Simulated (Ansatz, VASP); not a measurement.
# Two plane-wave programs on Rb2BrCl

```
CELL_PARAMETERS angstrom
2.39044 1.38012 7.82054
-2.39044 1.38012 7.82054
0.00000 -2.76025 7.82054
ATOMIC_POSITIONS crystal
Cl 0.00000 0.00000 0.00000
Br 0.50000 0.50000 0.50000
Rb 0.25399 0.25399 0.25399
Rb 0.74601 0.74601 0.74601
```

Alike in both runs: task single point; functional PBEsol; k mesh 4 × 4 × 4; no spin polarisation.

|  | VASP | Ansatz |
| --- | --- | --- |
| version | VASP 6.6.1 | Ansatz 0.2.0 |
| potentials or method | VASP PAW PBE potentials, release 64 (Cl, Br, Rb_sv) | plane waves, PAW |
| plane-wave cutoff (eV) | 520 | 420 |
| occupations | gaussian, width 0.01 eV | fixed |
| valence electrons in the cell | 32 | 32 |

```csv
,VASP,Ansatz,Ansatz less VASP
gap on the k mesh at the Fermi level (eV),4.30,4.31,+0.002
```

VASP's potentials were made for PBE, not for PBEsol.
